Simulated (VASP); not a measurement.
# NaI (P6_3mc) in VASP: notebook

Aim: see how the results for NaI move with the level of theory and the settings. Levels: PBEsol, LDA, PBE, r2SCAN. Tasks: single point.

Program: VASP 6.6.1. These are calculated values, not measurements. Logs are shortened: lines on timing, memory, paths and dates and some standing lists are left out, and cuts for length are marked.

### Step 1. The cell of the first run

The typed cell holds 4 atoms: a = 5.416 Å, b = 5.416 Å, c = 6.459 Å, α = 90.00°, β = 90.00°, γ = 120.00°.

### Step 2. Single point, PBEsol

File INCAR:

```
  PREC = Accurate
  ENCUT = 520
  EDIFF = 1E-7
  ISMEAR = 0
  SIGMA = 0.01
  LREAL = F
  LASPH = T
  NELM = 60
  ALGO = Normal
  ISIF = 2
  LWAVE = F
  LCHARG = F
  GGA = PS
  NBANDS = 22
```

File KPOINTS:

```
regular mesh
0
Gamma
  6 6 2
```

File POSCAR:

```
NaI
1.0
    5.4164807906      0.0000000000      0.0000000000
   -2.7082403953      4.6908099638      0.0000000000
    0.0000000000      0.0000000000      6.4591768406
Na I
2 2
Direct
    0.3333333333      0.6666666667     -0.0625512453
    0.6666666667      0.3333333333      0.4374487547
    0.3333333333      0.6666666667      0.4375512453
    0.6666666667      0.3333333333      0.9375512453
```

Potentials or basis: VASP PAW PBE potentials, release 64 (Na_pv, I).

Started as:

```sh
$ cat potpaw_PBE.64/Na_pv/POTCAR potpaw_PBE.64/I/POTCAR > POTCAR
$ mpirun -np 1 vasp_std > vasp.out
```

OUTCAR:

```text
PREC = Accurate
   ENCUT = 520
   EDIFF = 1E-7
   ISMEAR = 0
   LREAL = F
   LASPH = T
   NELM = 60
   ISIF = 2
   GGA = PS

 ion  position               nearest neighbor table
   1  0.333  0.667  0.937-   4 3.13   4 3.13   4 3.13
   2  0.667  0.333  0.437-   3 3.13   3 3.13   3 3.13
   3  0.333  0.667  0.438-   2 3.13   2 3.13   2 3.13
   4  0.667  0.333  0.938-   1 3.13   1 3.13   1 3.13

  LATTYP: Found a hexagonal cell.
 ALAT       =     5.4164807906
 C/A-ratio  =     1.1925043382

  Lattice vectors:

 A1 = (   5.4164807906,   0.0000000000,   0.0000000000)
 A2 = (  -2.7082403953,   4.6908099638,   0.0000000000)
 A3 = (   0.0000000000,   0.0000000000,   6.4591768406)

Analysis of symmetry for initial positions (statically):
=====================================================================
 Subroutine PRICEL returns:
 Original cell was already a primitive cell.

 Routine SETGRP: Setting up the symmetry group for a
 hexagonal supercell.

 Subroutine GETGRP returns: Found 12 space group operations
 (whereof  6 operations were pure point group operations)
 out of a pool of 24 trial point group operations.

The static configuration has the point symmetry C_3v.
 The point group associated with its full space group is C_6v.

Analysis of symmetry for dynamics (positions and initial velocities):
=====================================================================
 Subroutine PRICEL returns:
 Original cell was already a primitive cell.

 Routine SETGRP: Setting up the symmetry group for a
 hexagonal supercell.

 Subroutine GETGRP returns: Found 12 space group operations
 (whereof  6 operations were pure point group operations)
 out of a pool of 24 trial point group operations.

The dynamic configuration has the point symmetry C_3v.
 The point group associated with its full space group is C_6v.

 Subroutine INISYM returns: Found 12 space group operations
 (whereof  6 operations are pure point group operations),
 and found     1 'primitive' translations

----------------------------------------------------------------------------------------

                                     Primitive cell

  volume of cell :     164.1127

  direct lattice vectors                    reciprocal lattice vectors
     5.416480791  0.000000000  0.000000000     0.184621720  0.106591400  0.000000000
    -2.708240395  4.690809964  0.000000000     0.000000000  0.213182799  0.000000000
     0.000000000  0.000000000  6.459176841     0.000000000  0.000000000  0.154818489

  length of vectors
     5.416480791  5.416480791  6.459176841     0.213182799  0.213182799  0.154818489

  position of ions in fractional coordinates (direct lattice)
     0.333333333  0.666666667  0.937448755
     0.666666667  0.333333333  0.437448755
     0.333333333  0.666666667  0.437551245
     0.666666667  0.333333333  0.937551245

  ion indices of the primitive-cell ions
   primitive index   ion index
                 1           1
                 2           2
                 3           3
                 4           4

----------------------------------------------------------------------------------------

 KPOINTS: regular mesh

Automatic generation of k-mesh.
 Grid dimensions read from file:
 generate k-points for:    6    6    2

 Generating k-lattice:

  Cartesian coordinates                     Fractional coordinates (reciprocal lattice)
     0.030770287  0.017765233  0.000000000     0.166666667 -0.000000000  0.000000000
     0.000000000  0.035530467  0.000000000     0.000000000  0.166666667  0.000000000
     0.000000000  0.000000000  0.077409245     0.000000000  0.000000000  0.500000000

  Length of vectors
     0.035530467  0.035530467  0.077409245

  Shift w.r.t. Gamma in fractional coordinates (k-lattice)
     0.000000000  0.000000000  0.000000000

 Subroutine IBZKPT returns following result:
 ===========================================

 Found     14 irreducible k-points:

 Following reciprocal coordinates:
            Coordinates               Weight
  0.000000  0.000000  0.000000      1.000000
  0.166667  0.000000  0.000000      6.000000
  0.333333  0.000000  0.000000      6.000000
  0.500000  0.000000  0.000000      3.000000
  0.166667  0.166667  0.000000      6.000000
  0.333333  0.166667  0.000000     12.000000
  0.333333  0.333333  0.000000      2.000000
  0.000000  0.000000  0.500000      1.000000
  0.166667  0.000000  0.500000      6.000000
  0.333333  0.000000  0.500000      6.000000
  0.500000  0.000000  0.500000      3.000000
  0.166667  0.166667  0.500000      6.000000
  0.333333  0.166667  0.500000     12.000000
  0.333333  0.333333  0.500000      2.000000
   k-points           NKPTS =     14   k-points in BZ     NKDIM =     14   number of bands    NBANDS=     22
   number of dos      NEDOS =    301   number of ions     NIONS =      4
   total plane-waves  NPLWV =  76800
   dimension x,y,z NGX =    40 NGY =   40 NGZ =   48
   dimension x,y,z NGXF=    80 NGYF=   80 NGZF=   96
   ions per type =               2   2
   NGX,Y,Z   is equivalent  to a cutoff of  12.28, 12.28, 12.35 a.u.
   NGXF,Y,Z  is equivalent  to a cutoff of  24.55, 24.55, 24.71 a.u.
 SYSTEM =  unknown system
   PREC   = accura    normal or accurate (medium, high low for compatibility)
   ISTART =      0    job   : 0-new  1-cont  2-samecut
   ICHARG =      2    charge: 1-file 2-atom 10-const
   ISPIN  =      1    spin polarized calculation?
   LNONCOLLINEAR =      F non collinear calculations
   LSORBIT =      F    spin-orbit coupling
   LASPH  =      T    aspherical Exc in radial PAW
   ENCUT  =  520.0 eV  38.22 Ry    6.18 a.u.  10.07 10.07 12.01*2*pi/ulx,y,z
   NELM   =     60;   NELMIN=  2; NELMDL= -5     # of ELM steps
   EDIFF  = 0.1E-06   stopping-criterion for ELM
   LREAL  =      F    real-space projection
   EDIFFG = 0.1E-05   stopping-criterion for IOM
   NSW    =      0    number of steps for IOM
   IBRION =     -1    ionic relax: 0-MD 1-quasi-New 2-CG
   NFREE  =      0    steps in history (QN), initial steepest desc. (CG)
   ISIF   =      2    stress and relaxation
   ISYM   =      2    0-nonsym 1-usesym 2-fastsym
   POTIM  = 0.5000    time-step for ionic-motion
   TEBEG  =    0.0;   TEEND  =   0.0 temperature during run
   PSTRESS=    0.0 pullay stress
   NELECT =      28.0000    total number of electrons
   NUPDOWN=      -1.0000    fix difference up-down
   EMIN   =  10.00;   EMAX   =-10.00  energy-range for DOS
   EFERMI =   0.00;   METHOD = LEGACY
   ISMEAR =     0;   SIGMA  =   0.01  broadening in eV -4-tet -1-fermi 0-gaus
   EFERMI_NEDOS =   21; number of points for ismear=-14 and -15
   IALGO  =     38    algorithm
   IMIX   =      4    mixing-type and parameters
     AMIX     =   0.40;   BMIX     =  1.00
     AMIX_MAG =   1.60;   BMIX_MAG =  1.00
  volume/ion in A,a.u.               =      41.03       276.87
  Fermi-wavevector in a.u.,A,eV,Ry     =   0.907988  1.715848 11.217217  0.824442
  Thomas-Fermi vector in A             =   2.031861
   LORBIT       =      0    0 simple, 1 ext, 2 COOP (PROOUT), +10 PAW based schemes
   GGA     = PS    functional components
   LHFCALC =     F    Hartree Fock is set to
   AEXX    =    0.0000 exact exchange contribution
   IVDW    =     0    specifies the selected vdW correction
   LEPSILON=     F    determine dielectric tensor
   LRPA    =     F    only Hartree local field effects (RPA)
 non-spin polarized calculation
 Gauss-broadening in eV      SIGMA  =   0.01
  energy-cutoff  :      520.00
  volume of cell :      164.11
 maximum number of plane-waves:      4464
   NGX = 21   NGY = 21   NGZ = 25

 number of electron      28.0000001 magnetization

 Free energy of the ion-electron system (eV)
  ---------------------------------------------------
  ext. energy  EPLUGINS =         0.00000000
  ---------------------------------------------------
  free energy    TOTEN  =       -11.14162137 eV

  energy without entropy =      -11.14162137  energy(sigma->0) =      -11.14162137

 E-fermi :  -0.3160     XC(G=0):  -6.8798

 val. band max:       -0.4064089772   @ k =   0.0000   0.0000   0.0000
 cond. band min:       3.0628445634   @ k =   0.0000   0.0000   0.0000
 fundamental gap:      3.4692535407
 Fermi energy:        -0.3159551899

 k-point     1 :       0.0000    0.0000    0.0000
  band No.  band energies     occupation
      1     -22.6957      2.00000
      2     -22.6957      2.00000
      3     -22.6941      2.00000
      4     -22.6941      2.00000
      5     -22.6918      2.00000
      6     -22.6876      2.00000
[... 14 lines left out ...]
     21       7.4764      0.00000
     22       7.4764      0.00000

 k-point     2 :       0.1667    0.0000    0.0000
  band No.  band energies     occupation
      1     -22.6959      2.00000
      2     -22.6958      2.00000
      3     -22.6944      2.00000
      4     -22.6941      2.00000
      5     -22.6915      2.00000
      6     -22.6879      2.00000
[... 14 lines left out ...]
     21       7.2078      0.00000
     22       7.8065      0.00000

 k-point     3 :       0.3333    0.0000    0.0000
  band No.  band energies     occupation
      1     -22.6963      2.00000
      2     -22.6960      2.00000
      3     -22.6952      2.00000
      4     -22.6941      2.00000
      5     -22.6909      2.00000
      6     -22.6885      2.00000
[... 14 lines left out ...]
     21       7.5807      0.00000
     22       8.4451      0.00000
[... 226 lines left out ...]
 k-point    13 :       0.3333    0.1667    0.5000
  band No.  band energies     occupation
      1     -22.6967      2.00000
      2     -22.6967      2.00000
      3     -22.6952      2.00000
      4     -22.6952      2.00000
      5     -22.6891      2.00000
      6     -22.6891      2.00000
[... 14 lines left out ...]
     21       7.8211      0.00000
     22       7.8211      0.00000

 k-point    14 :       0.3333    0.3333    0.5000
  band No.  band energies     occupation
      1     -22.6968      2.00000
      2     -22.6968      2.00000
      3     -22.6953      2.00000
      4     -22.6953      2.00000
      5     -22.6890      2.00000
      6     -22.6890      2.00000
[... 14 lines left out ...]
     21       7.9984      0.00000
     22       7.9984      0.00000

------------------------ aborting loop because EDIFF is reached ----------------------------------------

  FORCE on cell =-STRESS in cart. coord.  units (eV):
  Direction    XX          YY          ZZ          XY          YZ          ZX
  --------------------------------------------------------------------------------------
  -------------------------------------------------------------------------------------
  Total       -0.1497063     -0.1497063     -0.3149272      0.0000000      0.0000000      0.0000000
  in kB       -1.4615323     -1.4615323     -3.0745286      0.0000000      0.0000000      0.0000000
  external PRESSURE =      -1.9991978 kB  Pullay stress =       0.0000000 kB

 VOLUME and BASIS-vectors are now :
 -----------------------------------------------------------------------------
  energy-cutoff  :      520.00
  volume of cell :      164.11
      direct lattice vectors                 reciprocal lattice vectors
     5.416480791  0.000000000  0.000000000     0.184621720  0.106591400  0.000000000
    -2.708240395  4.690809964  0.000000000     0.000000000  0.213182799  0.000000000
     0.000000000  0.000000000  6.459176841     0.000000000  0.000000000  0.154818489

 POSITION                                       TOTAL-FORCE (eV/Angst)
 -----------------------------------------------------------------------------------
     -0.00000      3.12721      6.05515         0.000000      0.000000      0.000526
      2.70824      1.56360      2.82556        -0.000000      0.000000      0.000526
     -0.00000      3.12721      2.82622        -0.000000      0.000000     -0.000526
      2.70824      1.56360      6.05581         0.000000      0.000000     -0.000526
 -----------------------------------------------------------------------------------
    total drift:                               -0.000000      0.000000     -0.000045

  FREE ENERGIE OF THE ION-ELECTRON SYSTEM (eV)
  ---------------------------------------------------
  free  energy   TOTEN  =       -11.1416213691 eV

  energy  without entropy=      -11.1416213691  energy(sigma->0) =      -11.14162137
```

Run time: 74 s. Hardware: 1 thread of Intel Xeon 8259CL, shared host; peak memory 0.27 GiB.

Results:

```
Free energy            : -11.1416 eV
Pressure               : -0.2 GPa
Band gap on the k mesh : 3.47 eV
```

Stress tensor (GPa, compression positive):
```
-0.15  0.00  0.00
 0.00 -0.15  0.00
 0.00  0.00 -0.31
```

Levels at points of the mesh, in eV from the valence-band top:
```csv
k point,band 12,band 13,band 14,band 15,band 16,band 17
"(0.00, 0.00, 0.00)",-0.37,-0.37,0.00,3.47,4.68,6.76
"(0.50, 0.00, 0.00)",-0.98,-0.64,-0.30,4.99,5.38,6.44
"(0.00, 0.00, 0.50)",-0.66,-0.66,-0.66,5.04,5.04,6.61
"(0.50, 0.00, 0.50)",-0.79,-0.29,-0.29,5.28,5.28,7.00
```

Caveat: the k points lie up to 0.49 Å⁻¹ apart; the PAW data sets were made with another functional, which shifts forces and pressure a little; spin-orbit coupling is left out, which moves the levels of the heavy elements.

### Step 3. Single point, LDA

File INCAR:

```
SYSTEM = NaI
PREC     = Accurate       ! precision mode
ENCUT    = 520            ! plane-wave cutoff, eV
EDIFF    = 1E-6           ! SCF threshold, eV
ISMEAR   = 0              ! smearing method
SIGMA    = 0.01           ! smearing width, eV
LREAL    = .False.        ! projectors in reciprocal space
LASPH    = .True.         ! aspherical terms in the spheres
NELM     = 100            ! most SCF steps
ALGO     = Normal         ! electronic algorithm
ISIF     = 2              ! what is computed and relaxed
LWAVE    = .False.        ! write WAVECAR
LCHARG   = .False.        ! write CHGCAR
GGA      = CA             ! functional
NBANDS   = 22             ! bands
```

File KPOINTS:

```
Automatic mesh
0
Gamma
  6 6 4
  0 0 0
```

POSCAR is that of step 2.

Potentials or basis: VASP PAW LDA potentials, release 64 (Na_pv, I).

Started as:

```sh
$ cat potpaw_LDA.64/Na_pv/POTCAR potpaw_LDA.64/I/POTCAR > POTCAR
$ mpirun -np 1 vasp_std > vasp.out
```

Run time: 1.7 min. Hardware: 1 thread of Intel Xeon 8259CL, shared host; peak memory 0.24 GiB.

Results (log left out):

| Item | Value |
| --- | --- |
| Free energy | -11.7110 eV |
| Pressure | -1.1 GPa |
| Band gap on the k mesh | 3.25 eV |

Stress tensor (GPa, compression positive):
```
-1.04  0.00  0.00
 0.00 -1.04  0.00
 0.00  0.00 -1.29
```

Levels at points of the mesh, in eV from the valence-band top:
```
           k point  band 10  band 11  band 12  band 13  band 14  band 15  band 16  band 17  band 18  band 19
(0.00, 0.00, 0.00)    -0.93    -0.93    -0.37    -0.37     0.00     3.25     4.48     6.62     6.62     7.62
(0.50, 0.00, 0.00)    -1.20    -1.20    -1.01    -0.65    -0.30     4.80     5.21     6.32     6.59     6.79
(0.00, 0.00, 0.50)    -1.14    -0.66    -0.66    -0.66    -0.66     4.84     4.84     6.50     6.50     6.50
(0.50, 0.00, 0.50)    -1.85    -0.80    -0.80    -0.30    -0.30     5.11     5.11     6.87     6.87     7.80
```

Caveat: spin-orbit coupling is left out, which moves the levels of the heavy elements.

### Step 4. Single point, PBE

File INCAR:

```
PREC     = Accurate       # precision mode
ENCUT    = 520            # plane-wave cutoff, eV
EDIFF    = 1E-6           # SCF threshold, eV
ISMEAR   = 0              # smearing method
SIGMA    = 0.01           # smearing width, eV
LREAL    = F              # projectors in reciprocal space
LASPH    = T              # aspherical terms in the spheres
NELM     = 100            # most SCF steps
ALGO     = Normal         # electronic algorithm
ISIF     = 2              # what is computed and relaxed
LWAVE    = F              # write WAVECAR
LCHARG   = F              # write CHGCAR
GGA      = PE             # functional
NBANDS   = 22             # bands
```

File KPOINTS:

```
regular mesh
0
Gamma
  6 6 4
```

POSCAR is that of step 3.

Potentials or basis: VASP PAW PBE potentials, release 64 (Na_pv, I).

Started as:

```sh
$ cat potpaw_PBE.64/Na_pv/POTCAR potpaw_PBE.64/I/POTCAR > POTCAR
$ mpirun -np 1 vasp_std > vasp.out
```

Run time: 1.9 min. Hardware: 1 thread of Intel Xeon 8259CL, shared host; peak memory 0.28 GiB.

The run converged. Its results:

- Free energy: -10.6644 eV
- Pressure: 0.4 GPa
- Band gap on the k mesh: 3.56 eV

Levels at points of the mesh, in eV from the valence-band top:
```tsv
k point	band 10	band 11	band 12	band 13	band 14	band 15	band 16	band 17	band 18	band 19
(0.00, 0.00, 0.00)	-0.92	-0.92	-0.37	-0.37	0.00	3.56	4.71	6.82	6.82	7.75
(0.50, 0.00, 0.00)	-1.17	-1.17	-0.97	-0.63	-0.30	5.03	5.45	6.53	6.85	6.93
(0.00, 0.00, 0.50)	-1.09	-0.65	-0.65	-0.65	-0.65	5.10	5.10	6.68	6.68	6.68
(0.50, 0.00, 0.50)	-1.80	-0.78	-0.78	-0.29	-0.29	5.36	5.36	7.06	7.06	8.08
```

Caveat: spin-orbit coupling is left out, which moves the levels of the heavy elements. A k mesh can miss the band edges.

### Step 5. Single point, r2SCAN

POSCAR is that of step 4.

File INCAR.step1:

```
PREC = Accurate ; ENCUT = 520
ISMEAR = 0 ; SIGMA = 0.01
LREAL = False ; LASPH = True
NELM = 100 ; NBANDS = 22
GGA = PE ; ALGO = Normal
EDIFF = 1E-4 ; LWAVE = True
LCHARG = False
```

File INCAR.step2:

```
PREC = Accurate ; ENCUT = 520
EDIFF = 1E-7 ; ISMEAR = 0
SIGMA = 0.01 ; LREAL = False
LASPH = True ; NELM = 100
ALGO = Normal ; ISIF = 2
LWAVE = False ; LCHARG = False
METAGGA = R2SCAN ; LMIXTAU = True
NBANDS = 22 ; ISTART = 1
```

KPOINTS is that of step 4.

Started as:

```sh
$ cat potpaw_PBE.64/Na_pv/POTCAR potpaw_PBE.64/I/POTCAR > POTCAR
$ cp INCAR.step1 INCAR
$ mpirun -np 1 vasp_std > vasp.out
$ cp INCAR.step2 INCAR
$ mpirun -np 1 vasp_std > vasp.out
```

Wall time 8.4 min (1 thread of Intel Xeon 8259CL, shared host); peak memory 0.33 GiB.

The run converged. Its results:

```
Free energy            : -61.9643 eV
Pressure               : -0.1 GPa
Band gap on the k mesh : 4.19 eV
```

Levels at points of the mesh, in eV from the valence-band top:
| k point | band 11 | band 12 | band 13 | band 14 | band 15 | band 16 | band 17 | band 18 |
| --- | --- | --- | --- | --- | --- | --- | --- | --- |
| (0.00, 0.00, 0.00) | -0.94 | -0.39 | -0.39 | 0.00 | 4.19 | 5.41 | 7.38 | 7.38 |
| (0.50, 0.00, 0.00) | -1.18 | -0.96 | -0.64 | -0.31 | 5.56 | 6.19 | 6.97 | 7.47 |
| (0.00, 0.00, 0.50) | -0.68 | -0.68 | -0.68 | -0.68 | 5.68 | 5.68 | 7.24 | 7.24 |
| (0.50, 0.00, 0.50) | -0.80 | -0.80 | -0.30 | -0.30 | 5.87 | 5.87 | 7.75 | 7.75 |

Caveat: the PAW data sets were made with another functional, which shifts forces and pressure a little; spin-orbit coupling is left out, which moves the levels of the heavy elements. A k mesh can miss the band edges.

### Step 6. The runs side by side

```tsv
level	potentials or basis	k mesh	gap on the mesh (eV)	pressure (GPa)
PBEsol	VASP PAW PBE potentials, release 64 (Na_pv, I)	6 × 6 × 2	3.47	-0.2
LDA	VASP PAW LDA potentials, release 64 (Na_pv, I)	6 × 6 × 4	3.25	-1.1
PBE	VASP PAW PBE potentials, release 64 (Na_pv, I)	6 × 6 × 4	3.56	0.4
r2SCAN	VASP PAW PBE potentials, release 64 (Na_pv, I)	6 × 6 × 4	4.19	-0.1
```

Alike in all rows: task single point; no spin polarisation; cell as given; cutoff (eV) 520; smearing gaussian 0.01 eV.

Caveats: some runs use coarse meshes; spin-orbit coupling is left out, which moves the levels of the heavy elements; the PAW data sets were made with another functional, which shifts forces and pressure a little (at least some runs).

Total energies depend on the potentials used, so only differences within one code and one set of settings carry meaning.
